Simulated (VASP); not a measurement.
A run of VASP 6.6.1:

Contents of INCAR:

```
SYSTEM = Os
PREC = Accurate
ENCUT = 520
EDIFF = 1E-8
ISMEAR = -1
SIGMA = 0.08
LREAL = .FALSE.
LASPH = .TRUE.
NELM = 80
ALGO = Normal
ISIF = 2
LWAVE = .FALSE.
LCHARG = .FALSE.
GGA = PE
LEFG = .TRUE.
NBANDS = 15
```

Contents of KPOINTS:

```
regular mesh
0
G
  17 17 10
  0 0 0
```

POSCAR

```
Os
1.0
    2.7877233928      0.0000000000      0.0000000000
   -1.3938616964      2.4142392769      0.0000000000
    0.0000000000      0.0000000000      4.4044215090
Os
2
Direct
    0.3333333333      0.6666666667      0.2500000000
    0.6666666667      0.3333333333      0.7500000000
```

Potentials or basis: VASP PAW PBE potentials, release 64 (Os).

Command:

```bash
$ cat potpaw_PBE.64/Os/POTCAR > POTCAR
$ mpirun -np 1 vasp_std > vasp.out
```

Hardware: 1 thread of Intel Xeon 8259CL (shared host).

Q: Estimate the wall time of this run.

A: It took 2.2 min on 1 thread of Intel Xeon 8259CL (shared host), peak memory 0.21 GiB. Counts: scf iterations 16, k points 198.
